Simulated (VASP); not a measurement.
A run of VASP 6.6.1 is set up as follows.

INCAR

```
PREC = Accurate
ENCUT = 600
EDIFF = 1E-6
ISMEAR = -1
SIGMA = 0.08
LREAL = F
LASPH = T
NELM = 60
ALGO = Normal
ISIF = 3
LWAVE = F
LCHARG = F
GGA = PE
IBRION = 2
NSW = 32
EDIFFG = -0.005
PSTRESS = 870.0
```

KPOINTS

```
Automatic mesh
0
Gamma
  8 8 11
```

File POSCAR:

```
Sn
1.0
    4.5835020618      0.0000000000      0.0000000000
   -2.2917510309      3.9694292238      0.0000000000
    0.0000000000      0.0000000000      2.7227670839
Sn
3
Direct
    0.0000000000      0.0000000000      0.0000000000
    0.3333333333      0.6666666667      0.5000000000
    0.6666666667      0.3333333333      0.5000000000
```

Potentials or basis: VASP PAW PBE potentials, release 64 (Sn_d).

Launch:

```bash
$ cat potpaw_PBE.64/Sn_d/POTCAR > POTCAR
$ mpirun -np 1 vasp_std > vasp.out
```

(1) What does it give for the band gap on the k mesh?

Results:

(1) zero (band 21 reaches 18.59 eV, above the bottom of band 22 at 11.31 eV).

Caveat: the relaxation stopped at its first step, so nothing moved; the cell is relaxed towards a set pressure, so the enthalpy falls and the energy may rise; spin-orbit coupling is left out, which moves the levels of the heavy elements.
